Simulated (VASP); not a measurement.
# Pd (Im-3m) in VASP: relaxation of cell and atoms with PBEsol

Aim: the relaxation of cell and atoms of Pd with PBEsol.

All numbers are computed with VASP 6.6.1; they aren't measurements. Logs are shortened: lines on timing, memory, paths and dates and some standing lists are left out, and cuts for length are marked.

## (1) The cell of the first run

It takes space group Im-3m (No. 229, cubic). Conventional cell: a = 3.084 Å, b = 3.084 Å, c = 3.084 Å, α = 90.00°, β = 90.00°, γ = 90.00°. Within 3.5 Å of Pd (site symmetry m-3m) lie 14 Pd at 2.67 to 3.08 Å.

This isn't the form of Pd at room conditions, which is fcc.

## (2) Relaxation of cell and atoms, PBEsol

INCAR

```
SYSTEM = Pd
PREC = Accurate
ENCUT = 500
EDIFF = 1E-7
ISMEAR = -1
SIGMA = 0.05
LREAL = .False.
LASPH = .True.
NELM = 120
ALGO = Normal
ISIF = 3
LWAVE = .False.
LCHARG = .False.
GGA = PS
IBRION = 2
NSW = 60
EDIFFG = -0.02
GGA_COMPAT = .False.
NELMIN = 4
```

KPOINTS

```
regular mesh
0
Gamma
  12 12 12
  0 0 0
```

POSCAR

```
Pd
1.0
   -1.5417704141      1.5417704141      1.5417704141
    1.5417704141     -1.5417704141      1.5417704141
    1.5417704141      1.5417704141     -1.5417704141
Pd
1
Direct
    0.0000000000      0.0000000000      0.0000000000
```

Potentials or basis: VASP PAW PBE potentials, release 64 (Pd).

Launch:

```
> cat potpaw_PBE.64/Pd/POTCAR > POTCAR
> mpirun -np 1 vasp_std > vasp.out
```

OUTCAR:

```text
SYSTEM = Pd
   PREC = Accurate
   ENCUT = 500
   EDIFF = 1E-7
   ISMEAR = -1
   LREAL = .False.
   LASPH = .True.
   NELM = 120
   ISIF = 3
   GGA = PS
   IBRION = 2
   NSW = 60
   EDIFFG = -0.02
   NELMIN = 4

 ion  position               nearest neighbor table
   1  0.000  0.000  0.000-

  LATTYP: Found a body centered cubic cell.
 ALAT       =     3.0835408282

  Lattice vectors:

 A1 = (  -1.5417704141,   1.5417704141,   1.5417704141)
 A2 = (   1.5417704141,  -1.5417704141,   1.5417704141)
 A3 = (   1.5417704141,   1.5417704141,  -1.5417704141)

Analysis of symmetry for initial positions (statically):
=====================================================================
 Subroutine PRICEL returns:
 Original cell was already a primitive cell.

 Routine SETGRP: Setting up the symmetry group for a
 body centered cubic supercell.

 Subroutine GETGRP returns: Found 48 space group operations
 (whereof 48 operations were pure point group operations)
 out of a pool of 48 trial point group operations.

The static configuration has the point symmetry O_h .

Analysis of symmetry for dynamics (positions and initial velocities):
=====================================================================
 Subroutine PRICEL returns:
 Original cell was already a primitive cell.

 Routine SETGRP: Setting up the symmetry group for a
 body centered cubic supercell.

 Subroutine GETGRP returns: Found 48 space group operations
 (whereof 48 operations were pure point group operations)
 out of a pool of 48 trial point group operations.

The dynamic configuration has the point symmetry O_h .

 Subroutine INISYM returns: Found 48 space group operations
 (whereof 48 operations are pure point group operations),
 and found     1 'primitive' translations

----------------------------------------------------------------------------------------

                                     Primitive cell

  volume of cell :      14.6595

  direct lattice vectors                    reciprocal lattice vectors
    -1.541770414  1.541770414  1.541770414     0.000000000  0.324302500  0.324302500
     1.541770414 -1.541770414  1.541770414     0.324302500  0.000000000  0.324302500
     1.541770414  1.541770414 -1.541770414     0.324302500  0.324302500  0.000000000

  length of vectors
     2.670424691  2.670424691  2.670424691     0.458632994  0.458632994  0.458632994

  position of ions in fractional coordinates (direct lattice)
     0.000000000  0.000000000  0.000000000

  ion indices of the primitive-cell ions
   primitive index   ion index
                 1           1

----------------------------------------------------------------------------------------

 KPOINTS: regular mesh

Automatic generation of k-mesh.
 Grid dimensions read from file:
 generate k-points for:   12   12   12

 Generating k-lattice:

  Cartesian coordinates                     Fractional coordinates (reciprocal lattice)
     0.000000000  0.027025208  0.027025208     0.083333333  0.000000000  0.000000000
     0.027025208  0.000000000  0.027025208     0.000000000  0.083333333  0.000000000
     0.027025208  0.027025208  0.000000000     0.000000000  0.000000000  0.083333333

  Length of vectors
     0.038219416  0.038219416  0.038219416

  Shift w.r.t. Gamma in fractional coordinates (k-lattice)
     0.000000000  0.000000000  0.000000000

 Subroutine IBZKPT returns following result:
 ===========================================

 Found     72 irreducible k-points:

 Following reciprocal coordinates:
            Coordinates               Weight
  0.000000  0.000000  0.000000      1.000000
  0.083333  0.000000  0.000000     12.000000
  0.166667  0.000000  0.000000     12.000000
  0.250000  0.000000  0.000000     12.000000
  0.333333  0.000000  0.000000     12.000000
  0.416667  0.000000  0.000000     12.000000
[... 16 lines left out ...]
  0.333333  0.083333  0.083333     24.000000
  0.416667  0.083333  0.083333     12.000000
 [... further k-points ...]
   k-points           NKPTS =     72   k-points in BZ     NKDIM =     72   number of bands    NBANDS=      9
   number of dos      NEDOS =    301   number of ions     NIONS =      1
   total plane-waves  NPLWV =   8000
   dimension x,y,z NGX =    20 NGY =   20 NGZ =   20
   dimension x,y,z NGXF=    40 NGYF=   40 NGZF=   40
   ions per type =               1
   NGX,Y,Z   is equivalent  to a cutoff of  12.45, 12.45, 12.45 a.u.
   NGXF,Y,Z  is equivalent  to a cutoff of  24.90, 24.90, 24.90 a.u.
 SYSTEM =  Pd
   PREC   = accura    normal or accurate (medium, high low for compatibility)
   ISTART =      0    job   : 0-new  1-cont  2-samecut
   ICHARG =      2    charge: 1-file 2-atom 10-const
   ISPIN  =      1    spin polarized calculation?
   LNONCOLLINEAR =      F non collinear calculations
   LSORBIT =      F    spin-orbit coupling
   LASPH  =      T    aspherical Exc in radial PAW
   ENCUT  =  500.0 eV  36.75 Ry    6.06 a.u.   4.87  4.87  4.87*2*pi/ulx,y,z
   NELM   =    120;   NELMIN=  4; NELMDL= -5     # of ELM steps
   EDIFF  = 0.1E-06   stopping-criterion for ELM
   LREAL  =      F    real-space projection
   EDIFFG = -.2E-01   stopping-criterion for IOM
   NSW    =     60    number of steps for IOM
   IBRION =      2    ionic relax: 0-MD 1-quasi-New 2-CG
   NFREE  =      1    steps in history (QN), initial steepest desc. (CG)
   ISIF   =      3    stress and relaxation
   ISYM   =      2    0-nonsym 1-usesym 2-fastsym
   POTIM  = 0.5000    time-step for ionic-motion
   TEBEG  =    0.0;   TEEND  =   0.0 temperature during run
   PSTRESS=    0.0 pullay stress
   NELECT =      10.0000    total number of electrons
   NUPDOWN=      -1.0000    fix difference up-down
   EMIN   =  10.00;   EMAX   =-10.00  energy-range for DOS
   EFERMI =   0.00;   METHOD = LEGACY
   ISMEAR =    -1;   SIGMA  =   0.05  broadening in eV -4-tet -1-fermi 0-gaus
   EFERMI_NEDOS =   21; number of points for ismear=-14 and -15
   IALGO  =     38    algorithm
   IMIX   =      4    mixing-type and parameters
     AMIX     =   0.40;   BMIX     =  1.00
     AMIX_MAG =   1.60;   BMIX_MAG =  1.00
  volume/ion in A,a.u.               =      14.66        98.93
  Fermi-wavevector in a.u.,A,eV,Ry     =   1.441125  2.723332 28.257159  2.076843
  Thomas-Fermi vector in A             =   2.559793
   LORBIT       =      0    0 simple, 1 ext, 2 COOP (PROOUT), +10 PAW based schemes
   GGA     = PS    functional components
   LHFCALC =     F    Hartree Fock is set to
   AEXX    =    0.0000 exact exchange contribution
   IVDW    =     0    specifies the selected vdW correction
   LEPSILON=     F    determine dielectric tensor
   LRPA    =     F    only Hartree local field effects (RPA)
 conjugate gradient relaxation of ions
 non-spin polarized calculation
  energy-cutoff  :      500.00
  volume of cell :       14.66
 maximum number of plane-waves:       384
   NGX =  9   NGY =  9   NGZ =  9

--------------------------------------- Ionic step        1  -------------------------------------------

 number of electron      10.0000000 magnetization

 number of electron       9.9999999 magnetization

 Free energy of the ion-electron system (eV)
  ---------------------------------------------------
  ext. energy  EPLUGINS =         0.00000000
  ---------------------------------------------------
  free energy    TOTEN  =        -5.91511233 eV

  energy without entropy =       -5.90583916  energy(sigma->0) =       -5.91047574

------------------------ aborting loop because EDIFF is reached ----------------------------------------

  FORCE on cell =-STRESS in cart. coord.  units (eV):
  Direction    XX          YY          ZZ          XY          YZ          ZX
  --------------------------------------------------------------------------------------
  -------------------------------------------------------------------------------------
  Total       -0.0295129     -0.0295129     -0.0295129      0.0000000     -0.0000000      0.0000000
  in kB       -3.2255507     -3.2255507     -3.2255507      0.0000000     -0.0000000      0.0000000
  external PRESSURE =      -3.2255507 kB  Pullay stress =       0.0000000 kB

 VOLUME and BASIS-vectors are now :
 -----------------------------------------------------------------------------
  energy-cutoff  :      500.00
  volume of cell :       14.66
      direct lattice vectors                 reciprocal lattice vectors
    -1.541770414  1.541770414  1.541770414     0.000000000  0.324302500  0.324302500
     1.541770414 -1.541770414  1.541770414     0.324302500  0.000000000  0.324302500
     1.541770414  1.541770414 -1.541770414     0.324302500  0.324302500  0.000000000
[... 36 lines left out ...]
 POSITION                                       TOTAL-FORCE (eV/Angst)
 -----------------------------------------------------------------------------------
     -1.53958      1.53958      1.53958         0.000000     -0.000000     -0.000000
 -----------------------------------------------------------------------------------
    total drift:                               -0.000000     -0.000000      0.000000

  FREE ENERGIE OF THE ION-ELECTRON SYSTEM (eV)
  ---------------------------------------------------
  free  energy   TOTEN  =        -5.9150750859 eV

  energy  without entropy=       -5.9058791731  energy(sigma->0) =       -5.91047713

--------------------------------------- Ionic step        3  -------------------------------------------

 number of electron       9.9999998 magnetization

 Free energy of the ion-electron system (eV)
  ---------------------------------------------------
  ext. energy  EPLUGINS =         0.00000000
  ---------------------------------------------------
  free energy    TOTEN  =        -5.91513730 eV

  energy without entropy =       -5.90589463  energy(sigma->0) =       -5.91051596

 E-fermi :   9.7206     XC(G=0): -13.4241

 val. band max:        9.7125674198   @ k =  -0.4167   0.4167   0.3333
 cond. band min:       9.7256217695   @ k =  -0.4167   0.4167   0.4167
 fundamental gap:      0.0130543497
 Fermi energy:         9.7206094778

 k-point     1 :       0.0000    0.0000    0.0000
  band No.  band energies     occupation
      1       2.4598      2.00000
      2       6.7354      2.00000
      3       6.7354      2.00000
      4       6.7354      2.00000
      5       8.7821      2.00000
      6       8.7821      2.00000
      7      29.0921      0.00000
      8      29.0921      0.00000
      9      29.0921      0.00000

 k-point     2 :       0.0833    0.0000    0.0000
  band No.  band energies     occupation
      1       2.7267      2.00000
      2       6.6433      2.00000
      3       6.7377      2.00000
      4       6.9284      2.00000
      5       8.6765      2.00000
      6       8.7891      2.00000
      7      28.9425      0.00000
      8      29.1252      0.00000
      9      29.4219      0.00000
[... 253 lines left out ...]
 k-point    24 :       0.4167    0.0833    0.0833
  band No.  band energies     occupation
      1       4.7238      2.00000
      2       5.5089      2.00000
      3       8.5881      2.00000
      4       8.7922      2.00000
      5       9.0429      2.00000
      6      13.3048      0.00000
      7      17.6772      0.00000
      8      24.2408      0.00000
      9      25.2877      0.00000

 [... further k-points ...]

------------------------ aborting loop because EDIFF is reached ----------------------------------------

  FORCE on cell =-STRESS in cart. coord.  units (eV):
  Direction    XX          YY          ZZ          XY          YZ          ZX
  --------------------------------------------------------------------------------------
  -------------------------------------------------------------------------------------
  Total        0.0025247      0.0025247      0.0025247     -0.0000000      0.0000000      0.0000000
  in kB        0.2763938      0.2763938      0.2763938     -0.0000000      0.0000000      0.0000000
  external PRESSURE =       0.2763938 kB  Pullay stress =       0.0000000 kB

 VOLUME and BASIS-vectors are now :
 -----------------------------------------------------------------------------
  energy-cutoff  :      500.00
  volume of cell :       14.63
      direct lattice vectors                 reciprocal lattice vectors
    -1.540907030  1.540907030  1.540907030     0.000000000  0.324484210  0.324484210
     1.540907030 -1.540907030  1.540907030     0.324484210  0.000000000  0.324484210
     1.540907030  1.540907030 -1.540907030     0.324484210  0.324484210  0.000000000

 POSITION                                       TOTAL-FORCE (eV/Angst)
 -----------------------------------------------------------------------------------
      0.00000      0.00000     -0.00000         0.000000     -0.000000     -0.000000
 -----------------------------------------------------------------------------------
    total drift:                               -0.000000     -0.000000      0.000000

  FREE ENERGIE OF THE ION-ELECTRON SYSTEM (eV)
  ---------------------------------------------------
  free  energy   TOTEN  =        -5.9151372966 eV

  energy  without entropy=       -5.9058946252  energy(sigma->0) =       -5.91051596

 reached required accuracy - stopping structural energy minimisation
```

It took 34 s on 1 thread of AMD EPYC 7R13, shared host; peak memory 0.1 GiB.

Results:

* Free energy: -5.9151 eV
* Relaxed volume: 14.63 Å³/atom
* Relaxed cell: a = 2.669 Å, b = 2.669 Å, c = 2.669 Å, α = 109.47°, β = 109.47°, γ = 109.47°
* Space group after relaxing (to 0.1 Å): Im-3m (No. 229)
* Energy gained by relaxing: 0.0 meV/atom
* Ionic steps: 3
* Pressure after relaxing: 0.0 GPa
* Band gap on the k mesh: zero (bands 5 and 6 overlap by 1.71 eV)

Final structure:
```
Pd
1.0
    -1.54091    1.54091    1.54091
     1.54091   -1.54091    1.54091
     1.54091    1.54091   -1.54091
Pd
1
Direct
  0.00000 0.00000 0.00000
```

Caveat: the PAW data sets were made with another functional, which shifts forces and pressure a little.
